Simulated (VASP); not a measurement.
# Hg (Pm-3m) in VASP: further runs, part 2 of 3

VASP 6.6.1. Earlier steps stand in the parts before.

## 3. Single point, PBE (volume scaled by 0.78)

Input file INCAR:

```
SYSTEM = Hg
ALGO     = Normal         ! electronic algorithm
EDIFF    = 1E-6           ! SCF threshold, eV
ENCUT    = 500            ! plane-wave cutoff, eV
GGA      = PE             ! functional
GGA_COMPAT= .False.      
ISIF     = 2              ! what is computed and relaxed
ISMEAR   = -1             ! smearing method
LASPH    = .True.         ! aspherical terms in the spheres
LCHARG   = .False.        ! write CHGCAR
LREAL    = .False.        ! projectors in reciprocal space
LWAVE    = .False.        ! write WAVECAR
NBANDS   = 12             ! bands
NELM     = 120            ! most SCF steps
PREC     = Accurate       ! precision mode
SIGMA    = 0.08           ! smearing width, eV
```

Input file KPOINTS:

```
k-points
0
Gamma
  12 12 12
  0 0 0
```

Input file POSCAR:

```
Hg
1.0
    2.8541627892      0.0000000000      0.0000000000
    0.0000000000      2.8541627892      0.0000000000
    0.0000000000      0.0000000000      2.8541627892
Hg
1
Direct
    0.0000000000      0.0000000000      0.0000000000
```

Potentials or basis: VASP PAW PBE potentials, release 64 (Hg).

The run is started by

```console
$ cat potpaw_PBE.64/Hg/POTCAR > POTCAR
$ mpirun -np 1 vasp_std > vasp.out
```

OUTCAR:

```text
SYSTEM = Hg
   EDIFF = 1E-6
   ENCUT = 500
   GGA = PE
   ISIF = 2
   ISMEAR = -1
   LASPH = .True.
   LREAL = .False.
   NELM = 120
   PREC = Accurate

 ion  position               nearest neighbor table
   1  0.000  0.000  0.000-

  LATTYP: Found a simple cubic cell.
 ALAT       =     2.8541627892

  Lattice vectors:

 A1 = (   2.8541627892,   0.0000000000,   0.0000000000)
 A2 = (   0.0000000000,   2.8541627892,   0.0000000000)
 A3 = (   0.0000000000,   0.0000000000,   2.8541627892)

Analysis of symmetry for initial positions (statically):
=====================================================================
 Subroutine PRICEL returns:
 Original cell was already a primitive cell.

 Routine SETGRP: Setting up the symmetry group for a
 simple cubic supercell.

 Subroutine GETGRP returns: Found 48 space group operations
 (whereof 48 operations were pure point group operations)
 out of a pool of 48 trial point group operations.

The static configuration has the point symmetry O_h .

Analysis of symmetry for dynamics (positions and initial velocities):
=====================================================================
 Subroutine PRICEL returns:
 Original cell was already a primitive cell.

 Routine SETGRP: Setting up the symmetry group for a
 simple cubic supercell.

 Subroutine GETGRP returns: Found 48 space group operations
 (whereof 48 operations were pure point group operations)
 out of a pool of 48 trial point group operations.

The dynamic configuration has the point symmetry O_h .

 Subroutine INISYM returns: Found 48 space group operations
 (whereof 48 operations are pure point group operations),
 and found     1 'primitive' translations

----------------------------------------------------------------------------------------

                                     Primitive cell

  volume of cell :      23.2507

  direct lattice vectors                    reciprocal lattice vectors
     2.854162789  0.000000000  0.000000000     0.350365439  0.000000000  0.000000000
     0.000000000  2.854162789  0.000000000     0.000000000  0.350365439  0.000000000
     0.000000000  0.000000000  2.854162789     0.000000000  0.000000000  0.350365439

  length of vectors
     2.854162789  2.854162789  2.854162789     0.350365439  0.350365439  0.350365439

  position of ions in fractional coordinates (direct lattice)
     0.000000000  0.000000000  0.000000000

  ion indices of the primitive-cell ions
   primitive index   ion index
                 1           1

----------------------------------------------------------------------------------------

 KPOINTS: k-points

Automatic generation of k-mesh.
 Grid dimensions read from file:
 generate k-points for:   12   12   12

 Generating k-lattice:

  Cartesian coordinates                     Fractional coordinates (reciprocal lattice)
     0.029197120  0.000000000  0.000000000     0.083333333  0.000000000  0.000000000
     0.000000000  0.029197120  0.000000000     0.000000000  0.083333333  0.000000000
     0.000000000  0.000000000  0.029197120     0.000000000  0.000000000  0.083333333

  Length of vectors
     0.029197120  0.029197120  0.029197120

  Shift w.r.t. Gamma in fractional coordinates (k-lattice)
     0.000000000  0.000000000  0.000000000

 Subroutine IBZKPT returns following result:
 ===========================================

 Found     84 irreducible k-points:

 Following reciprocal coordinates:
            Coordinates               Weight
  0.000000  0.000000  0.000000      1.000000
  0.083333  0.000000  0.000000      6.000000
  0.166667  0.000000  0.000000      6.000000
  0.250000  0.000000  0.000000      6.000000
  0.333333  0.000000  0.000000      6.000000
  0.416667  0.000000  0.000000      6.000000
[... 16 lines left out ...]
  0.333333  0.333333  0.000000     12.000000
  0.416667  0.333333  0.000000     24.000000
 [... further k-points ...]
   k-points           NKPTS =     84   k-points in BZ     NKDIM =     84   number of bands    NBANDS=     12
   number of dos      NEDOS =    301   number of ions     NIONS =      1
   total plane-waves  NPLWV =  13824
   dimension x,y,z NGX =    24 NGY =   24 NGZ =   24
   dimension x,y,z NGXF=    48 NGYF=   48 NGZF=   48
   ions per type =               1
   NGX,Y,Z   is equivalent  to a cutoff of  13.98, 13.98, 13.98 a.u.
   NGXF,Y,Z  is equivalent  to a cutoff of  27.96, 27.96, 27.96 a.u.
 SYSTEM =  Hg
   PREC   = accura    normal or accurate (medium, high low for compatibility)
   ISTART =      0    job   : 0-new  1-cont  2-samecut
   ICHARG =      2    charge: 1-file 2-atom 10-const
   ISPIN  =      1    spin polarized calculation?
   LNONCOLLINEAR =      F non collinear calculations
   LSORBIT =      F    spin-orbit coupling
   LASPH  =      T    aspherical Exc in radial PAW
   ENCUT  =  500.0 eV  36.75 Ry    6.06 a.u.   5.20  5.20  5.20*2*pi/ulx,y,z
   NELM   =    120;   NELMIN=  2; NELMDL= -5     # of ELM steps
   EDIFF  = 0.1E-05   stopping-criterion for ELM
   LREAL  =      F    real-space projection
   EDIFFG = 0.1E-04   stopping-criterion for IOM
   NSW    =      0    number of steps for IOM
   IBRION =     -1    ionic relax: 0-MD 1-quasi-New 2-CG
   NFREE  =      0    steps in history (QN), initial steepest desc. (CG)
   ISIF   =      2    stress and relaxation
   ISYM   =      2    0-nonsym 1-usesym 2-fastsym
   POTIM  = 0.5000    time-step for ionic-motion
   TEBEG  =    0.0;   TEEND  =   0.0 temperature during run
   PSTRESS=    0.0 pullay stress
   NELECT =      12.0000    total number of electrons
   NUPDOWN=      -1.0000    fix difference up-down
   EMIN   =  10.00;   EMAX   =-10.00  energy-range for DOS
   EFERMI =   0.00;   METHOD = LEGACY
   ISMEAR =    -1;   SIGMA  =   0.08  broadening in eV -4-tet -1-fermi 0-gaus
   EFERMI_NEDOS =   21; number of points for ismear=-14 and -15
   IALGO  =     38    algorithm
   IMIX   =      4    mixing-type and parameters
     AMIX     =   0.40;   BMIX     =  1.00
     AMIX_MAG =   1.60;   BMIX_MAG =  1.00
  volume/ion in A,a.u.               =      23.25       156.90
  Fermi-wavevector in a.u.,A,eV,Ry     =   1.313177  2.481544 23.462336  1.724433
  Thomas-Fermi vector in A             =   2.443518
   LORBIT       =      0    0 simple, 1 ext, 2 COOP (PROOUT), +10 PAW based schemes
   GGA     = PE    functional components
   LHFCALC =     F    Hartree Fock is set to
   AEXX    =    0.0000 exact exchange contribution
   IVDW    =     0    specifies the selected vdW correction
   LEPSILON=     F    determine dielectric tensor
   LRPA    =     F    only Hartree local field effects (RPA)
 non-spin polarized calculation
  energy-cutoff  :      500.00
  volume of cell :       23.25
 maximum number of plane-waves:       624
 NGX is ok and might be reduce to    24
   NGX = 11   NGY = 11   NGZ = 11

 number of electron      12.0000000 magnetization

 Free energy of the ion-electron system (eV)
  ---------------------------------------------------
  ext. energy  EPLUGINS =         0.00000000
  ---------------------------------------------------
  free energy    TOTEN  =         0.00485751 eV

  energy without entropy =        0.01107366  energy(sigma->0) =        0.00796558

 E-fermi :   3.0879     XC(G=0): -10.8465

 val. band max:        3.0439237945   @ k =   0.4167   0.0833   0.0833
 cond. band min:       3.1730897643   @ k =   0.5000   0.2500   0.1667
 fundamental gap:      0.1291659698
 Fermi energy:         3.0879251358

 k-point     1 :       0.0000    0.0000    0.0000
  band No.  band energies     occupation
      1      -6.4636      2.00000
      2      -5.7769      2.00000
      3      -5.7769      2.00000
      4      -2.9909      2.00000
      5      -2.9909      2.00000
      6      -2.9909      2.00000
      7      13.8788      0.00000
      8      13.8788      0.00000
      9      13.8788      0.00000
     10      17.8864      0.00000
     11      19.8017      0.00000
     12      19.8017      0.00000
[... 331 lines left out ...]
 k-point    24 :       0.4167    0.3333    0.0000
  band No.  band energies     occupation
      1      -5.2815      2.00000
      2      -5.1285      2.00000
      3      -3.7235      2.00000
      4      -3.5513      2.00000
      5      -3.1761      2.00000
      6       0.4110      2.00000
      7       4.7591      0.00000
      8       8.6169      0.00000
      9      13.2593      0.00000
     10      20.4109      0.00000
     11      21.3218      0.00000
     12      22.7131      0.00000

 [... further k-points ...]

------------------------ aborting loop because EDIFF is reached ----------------------------------------

  FORCE on cell =-STRESS in cart. coord.  units (eV):
  Direction    XX          YY          ZZ          XY          YZ          ZX
  --------------------------------------------------------------------------------------
  -------------------------------------------------------------------------------------
  Total        1.6728984      1.6728984      1.6728984     -0.0000000     -0.0000000     -0.0000000
  in kB      115.2773354    115.2773354    115.2773354     -0.0000000     -0.0000000     -0.0000000
  external PRESSURE =     115.2773354 kB  Pullay stress =       0.0000000 kB

 VOLUME and BASIS-vectors are now :
 -----------------------------------------------------------------------------
  energy-cutoff  :      500.00
  volume of cell :       23.25
      direct lattice vectors                 reciprocal lattice vectors
     2.854162789  0.000000000  0.000000000     0.350365439  0.000000000  0.000000000
     0.000000000  2.854162789  0.000000000     0.000000000  0.350365439  0.000000000
     0.000000000  0.000000000  2.854162789     0.000000000  0.000000000  0.350365439

 POSITION                                       TOTAL-FORCE (eV/Angst)
 -----------------------------------------------------------------------------------
      0.00000      0.00000      0.00000         0.000000      0.000000      0.000000
 -----------------------------------------------------------------------------------
    total drift:                                0.000000      0.000000      0.000000

  FREE ENERGIE OF THE ION-ELECTRON SYSTEM (eV)
  ---------------------------------------------------
  free  energy   TOTEN  =         0.0048575074 eV

  energy  without entropy=        0.0110736566  energy(sigma->0) =        0.00796558
```

It took 19 s on 1 thread of Intel Xeon 8259CL, shared host; peak memory 0.15 GiB.

What came out:

```yaml
Free_energy: 0.0049 eV
Pressure: 11.5 GPa
Band_gap_on_the_k_mesh: zero (band 6 reaches 8.20 eV, above the bottom of band 7 at 0.64 eV)
```

Caveat: spin-orbit coupling is left out, which moves the levels of the heavy elements.

(Part 2 of 3 ends here.)
